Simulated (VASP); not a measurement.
# ZnO (P6_3mc) in VASP: further runs, part 2 of 2

VASP 6.6.1. The steps go on from the part before.

### Step 3. Single point, RPBE+D4 (volume scaled by 0.98)

Contents of INCAR:

```
SYSTEM = ZnO
PREC     = Accurate       ! precision mode
ENCUT    = 910            ! plane-wave cutoff, eV
EDIFF    = 1E-6           ! SCF threshold, eV
ISMEAR   = 0              ! smearing method
SIGMA    = 0.05           ! smearing width, eV
LREAL    = .FALSE.        ! projectors in reciprocal space
LASPH    = .TRUE.         ! aspherical terms in the spheres
NELM     = 120            ! most SCF steps
ALGO     = Normal         ! electronic algorithm
ISIF     = 2              ! what is computed and relaxed
LWAVE    = .FALSE.        ! write WAVECAR
LCHARG   = .FALSE.        ! write CHGCAR
GGA      = RP             ! functional
IVDW     = 13             ! dispersion correction
NBANDS   = 26             ! bands
GGA_COMPAT= .FALSE.
```

Contents of KPOINTS:

```
regular mesh
0
G
  8 8 6
  0 0 0
```

Contents of POSCAR:

```
ZnO
1.0
    3.2353001234      0.0000000000      0.0000000000
   -1.6176500617      2.8018520957      0.0000000000
    0.0000000000      0.0000000000      5.2168670380
Zn O
2 2
Direct
    0.3333333333      0.6666666667      0.0014489168
    0.6666666667      0.3333333333      0.5014489168
    0.3333333333      0.6666666667      0.3806510832
    0.6666666667      0.3333333333      0.8806510832
```

Potentials or basis: VASP PAW PBE potentials, release 64 (Zn, O_h).

Launch:

```
cat potpaw_PBE.64/Zn/POTCAR potpaw_PBE.64/O_h/POTCAR > POTCAR
mpirun -np 1 vasp_std > vasp.out
```

OUTCAR:

```text
SYSTEM = ZnO
   PREC = Accurate
   ENCUT = 910
   EDIFF = 1E-6
   ISMEAR = 0
   LREAL = .FALSE.
   LASPH = .TRUE.
   NELM = 120
   ISIF = 2
   GGA = RP
   IVDW = 13

 ion  position               nearest neighbor table
   1  0.333  0.667  0.001-   4 1.97   4 1.97   4 1.97   3 1.98
   2  0.667  0.333  0.501-   3 1.97   3 1.97   3 1.97   4 1.98
   3  0.333  0.667  0.381-   2 1.97   2 1.97   2 1.97   1 1.98
   4  0.667  0.333  0.881-   1 1.97   1 1.97   1 1.97   2 1.98

  LATTYP: Found a hexagonal cell.
 ALAT       =     3.2353001234
 C/A-ratio  =     1.6124831821

  Lattice vectors:

 A1 = (   3.2353001234,   0.0000000000,   0.0000000000)
 A2 = (  -1.6176500617,   2.8018520957,   0.0000000000)
 A3 = (   0.0000000000,   0.0000000000,   5.2168670380)

Analysis of symmetry for initial positions (statically):
=====================================================================
 Subroutine PRICEL returns:
 Original cell was already a primitive cell.

 Routine SETGRP: Setting up the symmetry group for a
 hexagonal supercell.

 Subroutine GETGRP returns: Found 12 space group operations
 (whereof  6 operations were pure point group operations)
 out of a pool of 24 trial point group operations.

The static configuration has the point symmetry C_3v.
 The point group associated with its full space group is C_6v.

Analysis of symmetry for dynamics (positions and initial velocities):
=====================================================================
 Subroutine PRICEL returns:
 Original cell was already a primitive cell.

 Routine SETGRP: Setting up the symmetry group for a
 hexagonal supercell.

 Subroutine GETGRP returns: Found 12 space group operations
 (whereof  6 operations were pure point group operations)
 out of a pool of 24 trial point group operations.

The dynamic configuration has the point symmetry C_3v.
 The point group associated with its full space group is C_6v.

 Subroutine INISYM returns: Found 12 space group operations
 (whereof  6 operations are pure point group operations),
 and found     1 'primitive' translations

----------------------------------------------------------------------------------------

                                     Primitive cell

  volume of cell :      47.2900

  direct lattice vectors                    reciprocal lattice vectors
     3.235300123  0.000000000  0.000000000     0.309090335  0.178453388  0.000000000
    -1.617650062  2.801852096  0.000000000     0.000000000  0.356906777  0.000000000
     0.000000000  0.000000000  5.216867038     0.000000000  0.000000000  0.191685928

  length of vectors
     3.235300123  3.235300123  5.216867038     0.356906777  0.356906777  0.191685928

  position of ions in fractional coordinates (direct lattice)
     0.333333333  0.666666667  0.001448917
     0.666666667  0.333333333  0.501448917
     0.333333333  0.666666667  0.380651083
     0.666666667  0.333333333  0.880651083

  ion indices of the primitive-cell ions
   primitive index   ion index
                 1           1
                 2           2
                 3           3
                 4           4

----------------------------------------------------------------------------------------

 KPOINTS: regular mesh

Automatic generation of k-mesh.
 Grid dimensions read from file:
 generate k-points for:    8    8    6
[... 22 lines left out ...]
  0.125000 -0.000000  0.000000      6.000000
  0.250000 -0.000000  0.000000      6.000000
  0.375000 -0.000000  0.000000      6.000000
  0.500000 -0.000000  0.000000      3.000000
  0.125000  0.125000  0.000000      6.000000
[... 16 lines left out ...]
  0.250000 -0.000000  0.333333     12.000000
  0.375000 -0.000000  0.333333     12.000000
 [... further k-points ...]
   k-points           NKPTS =     40   k-points in BZ     NKDIM =     40   number of bands    NBANDS=     26
   number of dos      NEDOS =    301   number of ions     NIONS =      4
   total plane-waves  NPLWV =  55296
   dimension x,y,z NGX =    32 NGY =   32 NGZ =   54
   dimension x,y,z NGXF=    64 NGYF=   64 NGZF=  108
   ions per type =               2   2
   NGX,Y,Z   is equivalent  to a cutoff of  16.44, 16.44, 17.21 a.u.
   NGXF,Y,Z  is equivalent  to a cutoff of  32.89, 32.89, 34.42 a.u.
 SYSTEM =  ZnO
   PREC   = accura    normal or accurate (medium, high low for compatibility)
   ISTART =      0    job   : 0-new  1-cont  2-samecut
   ICHARG =      2    charge: 1-file 2-atom 10-const
   ISPIN  =      1    spin polarized calculation?
   LNONCOLLINEAR =      F non collinear calculations
   LSORBIT =      F    spin-orbit coupling
   LASPH  =      T    aspherical Exc in radial PAW
   ENCUT  =  910.0 eV  66.88 Ry    8.18 a.u.   7.96  7.96 12.83*2*pi/ulx,y,z
   NELM   =    120;   NELMIN=  2; NELMDL= -5     # of ELM steps
   EDIFF  = 0.1E-05   stopping-criterion for ELM
   LREAL  =      F    real-space projection
   EDIFFG = 0.1E-04   stopping-criterion for IOM
   NSW    =      0    number of steps for IOM
   IBRION =     -1    ionic relax: 0-MD 1-quasi-New 2-CG
   NFREE  =      0    steps in history (QN), initial steepest desc. (CG)
   ISIF   =      2    stress and relaxation
   ISYM   =      2    0-nonsym 1-usesym 2-fastsym
   POTIM  = 0.5000    time-step for ionic-motion
   TEBEG  =    0.0;   TEEND  =   0.0 temperature during run
   PSTRESS=    0.0 pullay stress
   NELECT =      36.0000    total number of electrons
   NUPDOWN=      -1.0000    fix difference up-down
   EMIN   =  10.00;   EMAX   =-10.00  energy-range for DOS
   EFERMI =   0.00;   METHOD = LEGACY
   ISMEAR =     0;   SIGMA  =   0.05  broadening in eV -4-tet -1-fermi 0-gaus
   EFERMI_NEDOS =   21; number of points for ismear=-14 and -15
   IALGO  =     38    algorithm
   IMIX   =      4    mixing-type and parameters
     AMIX     =   0.40;   BMIX     =  1.00
     AMIX_MAG =   1.60;   BMIX_MAG =  1.00
  volume/ion in A,a.u.               =      11.82        79.78
  Fermi-wavevector in a.u.,A,eV,Ry     =   1.494809  2.824780 30.401607  2.234455
  Thomas-Fermi vector in A             =   2.607035
   LORBIT       =      0    0 simple, 1 ext, 2 COOP (PROOUT), +10 PAW based schemes
   GGA     = RP    functional components
   LHFCALC =     F    Hartree Fock is set to
   AEXX    =    0.0000 exact exchange contribution
   IVDW    =    13    specifies the selected vdW correction
   LEPSILON=     F    determine dielectric tensor
   LRPA    =     F    only Hartree local field effects (RPA)
 non-spin polarized calculation
 Gauss-broadening in eV      SIGMA  =   0.05
  energy-cutoff  :      910.00
  volume of cell :       47.29
 maximum number of plane-waves:      2966
 NGX is ok and might be reduce to    32
   NGX = 15   NGY = 15   NGZ = 25

 number of electron      36.0000001 magnetization

 Free energy of the ion-electron system (eV)
  ---------------------------------------------------
  ext. energy  EPLUGINS =         0.00000000
  ---------------------------------------------------
  free energy    TOTEN  =       -16.24939011 eV

  energy without entropy =      -16.24939011  energy(sigma->0) =      -16.24939011

 E-fermi :   2.0243     XC(G=0): -10.6930

 val. band max:        1.7713192370   @ k =   0.0000   0.0000   0.0000
 cond. band min:       2.6524434622   @ k =   0.0000   0.0000   0.0000
 fundamental gap:      0.8811242252
 Fermi energy:         2.0243053843

 k-point     1 :       0.0000    0.0000    0.0000
  band No.  band energies     occupation
      1     -16.4614      2.00000
      2     -15.7468      2.00000
      3      -3.9439      2.00000
      4      -3.9439      2.00000
      5      -3.8970      2.00000
      6      -3.8893      2.00000
[... 685 lines left out ...]
     25      15.4058      0.00000
     26      15.8225      0.00000

 [... further k-points ...]

------------------------ aborting loop because EDIFF is reached ----------------------------------------

  DFT-D4 for vdW energy calculation

  Edisp (eV):   -2.05051

  FORCE on cell =-STRESS in cart. coord.  units (eV):
  Direction    XX          YY          ZZ          XY          YZ          ZX
  --------------------------------------------------------------------------------------
  -------------------------------------------------------------------------------------
  Total       1.08029     1.08029     1.09262     0.00000     0.00000     0.00000
  in kB      36.60017    36.60017    37.01787     0.00000     0.00000     0.00000
  external pressure =       36.74 kB  Pullay stress =        0.00 kB

 VOLUME and BASIS-vectors are now :
 -----------------------------------------------------------------------------
  energy-cutoff  :      910.00
  volume of cell :       47.29
      direct lattice vectors                 reciprocal lattice vectors
     3.235300123  0.000000000  0.000000000     0.309090335  0.178453388  0.000000000
    -1.617650062  2.801852096  0.000000000     0.000000000  0.356906777  0.000000000
     0.000000000  0.000000000  5.216867038     0.000000000  0.000000000  0.191685928

 POSITION                                       TOTAL-FORCE (eV/Angst)
 -----------------------------------------------------------------------------------
     -0.00000      1.86790      0.00756        -0.000000      0.000000     -0.002842
      1.61765      0.93395      2.61599         0.000000     -0.000000     -0.002842
     -0.00000      1.86790      1.98581        -0.000000      0.000000      0.002842
      1.61765      0.93395      4.59424         0.000000     -0.000000      0.002842
 -----------------------------------------------------------------------------------
    total drift:                               -0.000000     -0.000000      0.000807

  FREE ENERGIE OF THE ION-ELECTRON SYSTEM (eV)
  ---------------------------------------------------
  free  energy   TOTEN  =       -18.2999049011 eV

  energy  without entropy=      -18.2999049011  energy(sigma->0) =      -18.29990490
```

It took 93 s on 1 thread of AMD EPYC 7R43 (Zen 3), shared host; peak memory 0.23 GiB.

Results:

```
Free energy                : -18.2999 eV
Pressure                   : 3.7 GPa
Band gap on the k mesh     : 0.88 eV, direct
Dispersion energy per atom : -0.513 eV
```

Forces in eV/Å, atoms in the order of the input:
```
Zn   0.000  0.000 -0.003
Zn   0.000  0.000 -0.003
O    0.000  0.000  0.003
O    0.000  0.000  0.003
```

Caveat: the cell differs from its parent crystal (volume scaled by 0.98); the cutoff is under 1.25 times the usual one of these potentials, so pressure, stress and relaxed cells hold a basis-set (Pulay) error; the PAW data sets were made with another functional, which shifts forces and pressure a little.

### Step 4. Single point, revPBE+D3(BJ) (volume scaled by 1.02)

Contents of INCAR:

```
SYSTEM = ZnO
PREC = Accurate
ENCUT = 910
EDIFF = 1E-6
ISMEAR = 0
SIGMA = 0.05
LREAL = .FALSE.
LASPH = .TRUE.
NELM = 120
ALGO = Normal
ISIF = 2
LWAVE = .FALSE.
LCHARG = .FALSE.
GGA = RE
IVDW = 12
NBANDS = 26
GGA_COMPAT = .FALSE.
```

Contents of KPOINTS:

```
Automatic mesh
0
G
  8 8 6
  0 0 0
```

Contents of POSCAR:

```
ZnO
1.0
    3.2796738580      0.0000000000      0.0000000000
   -1.6398369290      2.8402808771      0.0000000000
    0.0000000000      0.0000000000      5.2932785132
Zn O
2 2
Direct
    0.3333333333      0.6666666667      0.0015378783
    0.6666666667      0.3333333333      0.5015378783
    0.3333333333      0.6666666667      0.3805621217
    0.6666666667      0.3333333333      0.8805621217
```

Launch:

```
cat potpaw_PBE.64/Zn/POTCAR potpaw_PBE.64/O_h/POTCAR > POTCAR
mpirun -np 1 vasp_std > vasp.out
```

Run time: 76 s. Hardware: 1 thread of AMD EPYC 7R13 (Zen 3), shared host; peak memory 0.25 GiB.

Results (log left out):

* Free energy: -18.2646 eV
* Pressure: -1.8 GPa
* Band gap on the k mesh: 0.80 eV, direct
* Dispersion energy per atom: -0.426 eV

Forces on the atoms (eV/Å):
```
Zn   0.000  0.000  0.003
Zn   0.000  0.000  0.003
O    0.000  0.000 -0.003
O    0.000  0.000 -0.003
```

Stress tensor (GPa, compression positive):
```
-1.80  0.00  0.00
 0.00 -1.80  0.00
 0.00  0.00 -1.70
```

Levels at points of the mesh, in eV from the valence-band top:
| k point | band 15 | band 16 | band 17 | band 18 | band 19 | band 20 | band 21 | band 22 |
| --- | --- | --- | --- | --- | --- | --- | --- | --- |
| (0.00, 0.00, 0.00) | -0.75 | -0.08 | 0.00 | 0.00 | 0.80 | 5.17 | 8.16 | 12.81 |
| (0.50, 0.00, 0.00) | -2.71 | -2.14 | -1.23 | -0.79 | 5.69 | 6.92 | 7.61 | 8.34 |
| (0.00, 0.00, 0.50) | -0.37 | -0.37 | -0.37 | -0.37 | 3.42 | 3.42 | 10.00 | 10.00 |
| (0.50, 0.00, 0.50) | -1.43 | -1.43 | -1.31 | -1.31 | 5.72 | 5.72 | 8.30 | 8.30 |

Caveat: the cell differs from its parent crystal (volume scaled by 1.02); the cutoff is under 1.25 times the usual one of these potentials, so pressure, stress and relaxed cells hold a basis-set (Pulay) error; the PAW data sets were made with another functional, which shifts forces and pressure a little.

### Step 5. Single point, RPBE

This run uses another cell than the first one, of 11.90 Å³/atom, 0.971 times its volume.

Changes to INCAR since step 4:

```diff
@@ -12,5 +12,6 @@
 LWAVE = .FALSE.
-LCHARG = .FALSE.
-GGA = RE
-IVDW = 12
+LCHARG = .TRUE.
+GGA = RP
+LELF = .TRUE.
+LVHAR = .TRUE.
 NBANDS = 26
```

Contents of KPOINTS:

```
regular mesh
0
G
  8 8 6
  0 0 0
```

Contents of POSCAR:

```
ZnO
1.0
    3.2419811861      0.0000000000      0.0000000000
   -1.6209905930      2.8076380657      0.0000000000
    0.0000000000      0.0000000000      5.2276401393
Zn O
2 2
Direct
    0.3333333333      0.6666666667      0.0014489168
    0.6666666667      0.3333333333      0.5014489168
    0.3333333333      0.6666666667      0.3806510832
    0.6666666667      0.3333333333      0.8806510832
```

Launch:

```
cat potpaw_PBE.64/Zn/POTCAR potpaw_PBE.64/O_h/POTCAR > POTCAR
mpirun -np 1 vasp_std > vasp.out
```

Run time: 1.8 min. Hardware: 1 thread of AMD EPYC 9R45 (Zen 5), shared host; peak memory 0.24 GiB.

It converged, with:

- Free energy: -16.2700 eV
- Pressure: 10.5 GPa
- Largest force: 0.005 eV/Å
- Band gap on the k mesh: 0.87 eV, direct

Forces on the atoms (eV/Å):
```
Zn   0.000  0.000 -0.005
Zn   0.000  0.000 -0.005
O    0.000  0.000  0.005
O    0.000  0.000  0.005
```

Levels at points of the mesh, in eV from the valence-band top:
| k point | band 14 | band 15 | band 16 | band 17 | band 18 | band 19 | band 20 | band 21 | band 22 | band 23 |
| --- | --- | --- | --- | --- | --- | --- | --- | --- | --- | --- |
| (0.00, 0.00, 0.00) | -0.79 | -0.79 | -0.09 | 0.00 | 0.00 | 0.87 | 5.33 | 8.31 | 13.01 | 13.01 |
| (0.50, 0.00, 0.00) | -3.53 | -2.81 | -2.25 | -1.28 | -0.84 | 5.86 | 6.99 | 7.69 | 8.60 | 10.69 |
| (0.00, 0.00, 0.50) | -2.23 | -0.39 | -0.39 | -0.39 | -0.39 | 3.53 | 3.53 | 10.18 | 10.18 | 13.29 |
| (0.50, 0.00, 0.50) | -3.73 | -1.50 | -1.50 | -1.37 | -1.37 | 5.82 | 5.82 | 8.53 | 8.53 | 11.41 |

Caveat: the cutoff is under 1.25 times the usual one of these potentials, so pressure, stress and relaxed cells hold a basis-set (Pulay) error; the PAW data sets were made with another functional, which shifts forces and pressure a little.

### Step 6. Overview

```tsv
level	cell	gap on the mesh (eV)	pressure (GPa)	largest force (eV/Å)
RPBE	a = 3.274, b = 3.274, c = 5.279 Å, angles 90.0, 90.0, 120.0°, 4 atoms	0.83	6.0	0.01
RPBE+D4	a = 3.235, b = 3.235, c = 5.217 Å, angles 90.0, 90.0, 120.0°, 4 atoms	0.88	3.7	-
revPBE+D3(BJ)	a = 3.280, b = 3.280, c = 5.293 Å, angles 90.0, 90.0, 120.0°, 4 atoms	0.80	-1.8	-
RPBE	a = 3.242, b = 3.242, c = 5.228 Å, angles 90.0, 90.0, 120.0°, 4 atoms	0.87	10.5	0.01
```

Alike in all rows: task single point; potentials or basis VASP PAW PBE potentials, release 64 (Zn, O_h); no spin polarisation; k mesh 8 × 8 × 6; cutoff (eV) 910; smearing gaussian 0.05 eV.

Caveats: the cutoff is under 1.25 times the usual one of these potentials, so pressure, stress and relaxed cells hold a basis-set (Pulay) error; the PAW data sets were made with another functional, which shifts forces and pressure a little.

Absolute energies hang on the potentials; compare differences alone.
